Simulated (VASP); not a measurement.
# MgS (zincblende type) (F-43m) in VASP: further runs

MgS (zincblende type) is run at these levels: PBE; tasks: electric field gradients.

Everything below comes from runs of VASP 6.6.1. Logs are shortened: lines on timing, memory, paths and dates and some standing lists are left out, and cuts for length are marked.

### 1 The cell of the first run

Symmetry: F-43m, No. 216, cubic system. The conventional cell has a = 5.600 Å, b = 5.600 Å, c = 5.600 Å, α = 90.00°, β = 90.00°, γ = 90.00°. Within 3.2 Å of Mg (site symmetry -43m) lie 4 S at 2.42 Å. Within 3.2 Å of S (site symmetry -43m) lie 4 Mg at 2.42 Å.

### 2 Electric field gradients, PBE (volume scaled by 0.95)

File INCAR:

```
SYSTEM = MgS
ALGO = Normal ; EDIFF = 1E-8
ENCUT = 520 ; GGA = PE
ISIF = 2 ; ISMEAR = -1
LASPH = .TRUE. ; LCHARG = .FALSE.
LEFG = .TRUE. ; LREAL = .FALSE.
LWAVE = .FALSE. ; NBANDS = 11
NELM = 80 ; PREC = Accurate
SIGMA = 0.05
```

File KPOINTS:

```
k-points
0
G
  13 13 13
  0 0 0
```

File POSCAR:

```
MgS
1.0
    0.0000000000      2.8000877089      2.8000877089
    2.8000877089      0.0000000000      2.8000877089
    2.8000877089      2.8000877089      0.0000000000
Mg S
1 1
Direct
    0.0000000000      0.0000000000      0.0000000000
    0.2500000000      0.2500000000      0.2500000000
```

Potentials or basis: VASP PAW PBE potentials, release 64 (Mg, S).

Started as:

```console
$ cat potpaw_PBE.64/Mg/POTCAR potpaw_PBE.64/S/POTCAR > POTCAR
$ mpirun -np 1 vasp_std > vasp.out
```

OUTCAR:

```text
SYSTEM = MgS
   EDIFF = 1E-8
   ENCUT = 520
   GGA = PE
   ISIF = 2
   ISMEAR = -1
   LASPH = .TRUE.
   LREAL = .FALSE.
   NELM = 80
   PREC = Accurate

 ion  position               nearest neighbor table
   1  0.000  0.000  0.000-   2 2.42   2 2.42   2 2.42   2 2.42
   2  0.250  0.250  0.250-   1 2.42   1 2.42   1 2.42   1 2.42

  LATTYP: Found a face centered cubic cell.
 ALAT       =     5.6001754178

  Lattice vectors:

 A1 = (   0.0000000000,   2.8000877089,   2.8000877089)
 A2 = (   2.8000877089,   0.0000000000,   2.8000877089)
 A3 = (   2.8000877089,   2.8000877089,   0.0000000000)

Analysis of symmetry for initial positions (statically):
=====================================================================
 Subroutine PRICEL returns:
 Original cell was already a primitive cell.

 Routine SETGRP: Setting up the symmetry group for a
 face centered cubic supercell.

 Subroutine GETGRP returns: Found 24 space group operations
 (whereof 24 operations were pure point group operations)
 out of a pool of 48 trial point group operations.

The static configuration has the point symmetry T_d .

Analysis of symmetry for dynamics (positions and initial velocities):
=====================================================================
 Subroutine PRICEL returns:
 Original cell was already a primitive cell.

 Routine SETGRP: Setting up the symmetry group for a
 face centered cubic supercell.

 Subroutine GETGRP returns: Found 24 space group operations
 (whereof 24 operations were pure point group operations)
 out of a pool of 48 trial point group operations.

The dynamic configuration has the point symmetry T_d .

 Subroutine INISYM returns: Found 24 space group operations
 (whereof 24 operations are pure point group operations),
 and found     1 'primitive' translations

----------------------------------------------------------------------------------------

                                     Primitive cell

  volume of cell :      43.9081

  direct lattice vectors                    reciprocal lattice vectors
     0.000000000  2.800087709  2.800087709    -0.178565835  0.178565835  0.178565835
[... 128 lines left out ...]
  ext. energy  EPLUGINS =         0.00000000
  ---------------------------------------------------
  free energy    TOTEN  =        -8.45264232 eV

  energy without entropy =       -8.45264232  energy(sigma->0) =       -8.45264232

 E-fermi :   2.3653     XC(G=0):  -8.5170

 val. band max:        1.2712585884   @ k =   0.0000   0.0000   0.0000
 cond. band min:       4.8952531814   @ k =   0.0000   0.0000   0.0000
 fundamental gap:      3.6239945931
 Fermi energy:         2.3652553671

 k-point     1 :       0.0000    0.0000    0.0000
  band No.  band energies     occupation
      1     -10.1067      2.00000
      2       1.2713      2.00000
      3       1.2713      2.00000
      4       1.2713      2.00000
      5       4.8953      0.00000
      6       9.3056      0.00000
      7       9.3056      0.00000
      8       9.3056      0.00000
      9      12.1703      0.00000
     10      12.1703      0.00000
     11      15.2679      0.00000
[... 309 lines left out ...]
 k-point    24 :       0.4615    0.1538    0.0000
  band No.  band energies     occupation
      1      -9.3688      2.00000
      2      -1.6223      2.00000
      3       0.4466      2.00000
      4       0.7354      2.00000
      5       7.0088      0.00000
      6       8.2116      0.00000
      7       9.7513      0.00000
      8       9.9287      0.00000
      9      12.9098      0.00000
     10      14.7522      0.00000
     11      15.2543      0.00000

 [... further k-points ...]
[... 5 lines left out ...]
  --------------------------------------------------------------------------------------
  -------------------------------------------------------------------------------------
  Total        0.8274603      0.8274603      0.8274603     -0.0000000      0.0000000     -0.0000000
  in kB       30.1934563     30.1934563     30.1934563     -0.0000000      0.0000000     -0.0000000
  external PRESSURE =      30.1934563 kB  Pullay stress =       0.0000000 kB

 VOLUME and BASIS-vectors are now :
 -----------------------------------------------------------------------------
  energy-cutoff  :      520.00
  volume of cell :       43.91
      direct lattice vectors                 reciprocal lattice vectors
     0.000000000  2.800087709  2.800087709    -0.178565835  0.178565835  0.178565835
     2.800087709  0.000000000  2.800087709     0.178565835 -0.178565835  0.178565835
     2.800087709  2.800087709  0.000000000     0.178565835  0.178565835 -0.178565835

 POSITION                                       TOTAL-FORCE (eV/Angst)
 -----------------------------------------------------------------------------------
      0.00000      0.00000      0.00000         0.000000      0.000000      0.000000
      1.40004      1.40004      1.40004        -0.000000     -0.000000     -0.000000
 -----------------------------------------------------------------------------------
    total drift:                               -0.000000     -0.000000     -0.000000

  FREE ENERGIE OF THE ION-ELECTRON SYSTEM (eV)
  ---------------------------------------------------
  free  energy   TOTEN  =        -8.4526423173 eV

  energy  without entropy=       -8.4526423172  energy(sigma->0) =       -8.45264232

 Electric field gradients (V/A^2)
---------------------------------------------------------------------
 ion       V_xx      V_yy      V_zz      V_xy      V_xz      V_yz
---------------------------------------------------------------------
   1       0.000     0.000    -0.000    -0.000    -0.000    -0.000
   2       0.000     0.000     0.000    -0.000    -0.000    -0.000
---------------------------------------------------------------------

 Electric field gradients after diagonalization (V/A^2)
 (convention: |V_zz| > |V_xx| > |V_yy|)
----------------------------------------------------------------------
 ion       V_xx      V_yy      V_zz     asymmetry (V_yy - V_xx)/ V_zz
----------------------------------------------------------------------
   1       0.000     0.000    -0.000       0.000
   2       0.000     0.000    -0.001       0.000
----------------------------------------------------------------------

           NMR quadrupolar parameters

 Cq : quadrupolar parameter    Cq=e*Q*V_zz/h
 eta: asymmetry parameters     (V_yy - V_xx)/ V_zz
 Q  : nuclear electric quadrupole moment in mb (millibarn)
----------------------------------------------------------------------
 ion       Cq(MHz)       eta       Q (mb)
----------------------------------------------------------------------
   1      -0.000       0.000       1.000
   2      -0.000       0.000       1.000
----------------------------------------------------------------------
```

stdout:

```text
POSCAR found type information on POSCAR MgS
 POSCAR found :  2 types and       2 ions
 scaLAPACK will be used
 LDA part: xc-table for (Slater+PW92), standard interpolation
 POSCAR, INCAR and KPOINTS ok, starting setup
 FFT: planning ... GRIDC
 FFT: planning ... GRID_SOFT
 FFT: planning ... GRID
 WAVECAR not read
 entering main loop
ion   1

ion   2
```

It took 44 s on 1 thread of Intel Xeon Platinum 8259CL at 2.50GHz (Skylake/Cascade Lake), shared host; peak memory 0.19 GiB.

What came out:

```
Free energy            : -8.4526 eV
Pressure               : 3.0 GPa
Band gap on the k mesh : 3.62 eV, direct
```

Levels at points of the mesh, in eV from the valence-band top:
```csv
k point,band 1,band 2,band 3,band 4,band 5,band 6,band 7,band 8,band 9
"(0.00, 0.00, 0.00)",-11.38,0.00,0.00,0.00,3.62,8.03,8.03,8.03,10.90
```

Caveat: without QUAD_EFG the Cq values of the log hold for a quadrupole moment of 1 mb, not for the nuclei. A k mesh can miss the band edges.

### 3 Electric field gradients, PBE (volume scaled by 0.95)

File INCAR:

```
PREC     = Accurate       # precision mode
ENCUT    = 520            # plane-wave cutoff, eV
EDIFF    = 1E-8           # SCF threshold, eV
ISMEAR   = -1             # smearing method
SIGMA    = 0.05           # smearing width, eV
LREAL    = False          # projectors in reciprocal space
LASPH    = True           # aspherical terms in the spheres
NELM     = 100            # most SCF steps
ALGO     = Normal         # electronic algorithm
ISIF     = 2              # what is computed and relaxed
LWAVE    = False          # write WAVECAR
LCHARG   = False          # write CHGCAR
GGA      = PE             # functional
LEFG     = True         
NBANDS   = 11             # bands
```

File KPOINTS:

```
Automatic mesh
0
Gamma
  13 13 13
```

POSCAR is that of step 2.

Potentials or basis: VASP PAW PBE potentials, release 64 (Mg, S).

Started as:

```console
$ cat potpaw_PBE.64/Mg/POTCAR potpaw_PBE.64/S/POTCAR > POTCAR
$ mpirun -np 1 vasp_std > vasp.out
```

OUTCAR:

```text
PREC = Accurate
   ENCUT = 520
   EDIFF = 1E-8
   ISMEAR = -1
   LREAL = False
   LASPH = True
   NELM = 100
   ISIF = 2
   GGA = PE

 ion  position               nearest neighbor table
   1  0.000  0.000  0.000-   2 2.42   2 2.42   2 2.42   2 2.42
   2  0.250  0.250  0.250-   1 2.42   1 2.42   1 2.42   1 2.42

  LATTYP: Found a face centered cubic cell.
 ALAT       =     5.6001754178

  Lattice vectors:

 A1 = (   0.0000000000,   2.8000877089,   2.8000877089)
 A2 = (   2.8000877089,   0.0000000000,   2.8000877089)
[... 547 lines left out ...]
  FREE ENERGIE OF THE ION-ELECTRON SYSTEM (eV)
  ---------------------------------------------------
  free  energy   TOTEN  =        -8.4526423173 eV

  energy  without entropy=       -8.4526423172  energy(sigma->0) =       -8.45264232

 Electric field gradients (V/A^2)
---------------------------------------------------------------------
 ion       V_xx      V_yy      V_zz      V_xy      V_xz      V_yz
---------------------------------------------------------------------
   1       0.000     0.000    -0.000    -0.000    -0.000    -0.000
   2       0.000     0.000     0.000    -0.000    -0.000    -0.000
---------------------------------------------------------------------

 Electric field gradients after diagonalization (V/A^2)
 (convention: |V_zz| > |V_xx| > |V_yy|)
----------------------------------------------------------------------
 ion       V_xx      V_yy      V_zz     asymmetry (V_yy - V_xx)/ V_zz
----------------------------------------------------------------------
   1       0.000     0.000    -0.000       0.000
   2       0.000     0.000    -0.001       0.000
----------------------------------------------------------------------

           NMR quadrupolar parameters

 Cq : quadrupolar parameter    Cq=e*Q*V_zz/h
 eta: asymmetry parameters     (V_yy - V_xx)/ V_zz
 Q  : nuclear electric quadrupole moment in mb (millibarn)
----------------------------------------------------------------------
 ion       Cq(MHz)       eta       Q (mb)
----------------------------------------------------------------------
   1      -0.000       0.000       1.000
   2      -0.000       0.000       1.000
----------------------------------------------------------------------
```

OSZICAR:

```text
N       E                     dE             d eps       ncg     rms          rms(c)
DAV:   1     0.244956169132E+02    0.24496E+02   -0.34315E+03  1888   0.579E+02
DAV:   2    -0.708777107790E+01   -0.31583E+02   -0.30479E+02  2280   0.100E+02
DAV:   3    -0.895092792509E+01   -0.18632E+01   -0.18601E+01  2309   0.262E+01
DAV:   4    -0.896496194591E+01   -0.14034E-01   -0.14032E-01  2204   0.272E+00
DAV:   5    -0.896512759769E+01   -0.16565E-03   -0.16565E-03  2347   0.292E-01    0.413E+00
DAV:   6    -0.848184685922E+01    0.48328E+00   -0.11814E+00  2047   0.409E+00    0.319E+00
DAV:   7    -0.844587346324E+01    0.35973E-01   -0.27422E-01  2201   0.215E+00    0.250E+00
DAV:   8    -0.845327625411E+01   -0.74028E-02   -0.22595E-02  2070   0.910E-01    0.140E+00
DAV:   9    -0.845244242859E+01    0.83383E-03   -0.23894E-03  2067   0.244E-01    0.427E-01
DAV:  10    -0.845263589937E+01   -0.19347E-03   -0.60731E-04  2082   0.117E-01    0.883E-02
DAV:  11    -0.845264088876E+01   -0.49894E-05   -0.53789E-05  2260   0.303E-02    0.499E-02
DAV:  12    -0.845264229514E+01   -0.14064E-05   -0.61100E-06  2112   0.125E-02    0.637E-03
DAV:  13    -0.845264228677E+01    0.83670E-08   -0.25860E-07  2299   0.263E-03    0.134E-03
DAV:  14    -0.845264229858E+01   -0.11810E-07   -0.11625E-08  2165   0.604E-04    0.124E-03
DAV:  15    -0.845264232378E+01   -0.25194E-07   -0.58073E-09  1356   0.329E-04    0.207E-04
DAV:  16    -0.845264231726E+01    0.65182E-08   -0.43275E-10  1122   0.111E-04
   1 F= -.84526423E+01 E0= -.84526423E+01  d E =-.170532E-10
```

stdout:

```text
POSCAR found type information on POSCAR MgS
 POSCAR found :  2 types and       2 ions
 scaLAPACK will be used
 LDA part: xc-table for (Slater+PW92), standard interpolation
 POSCAR, INCAR and KPOINTS ok, starting setup
 FFT: planning ... GRIDC
 FFT: planning ... GRID_SOFT
 FFT: planning ... GRID
 WAVECAR not read
 entering main loop
ion   1

ion   2
```

Run time: 41 s. Hardware: 1 thread of Intel Xeon Platinum 8259CL at 2.50GHz (Skylake/Cascade Lake), shared host; peak memory 0.19 GiB.

What came out:

```yaml
Free_energy: -8.4526 eV
Pressure: 3.0 GPa
Band_gap_on_the_k_mesh: 3.62 eV, direct
```

Levels at points of the mesh, in eV from the valence-band top:
```tsv
k point	band 1	band 2	band 3	band 4	band 5	band 6	band 7	band 8
(0.00, 0.00, 0.00)	-11.38	0.00	0.00	0.00	3.62	8.03	8.03	8.03
```

Caveat: without QUAD_EFG the Cq values of the log hold for a quadrupole moment of 1 mb, not for the nuclei.

[end of part 1 of 2]
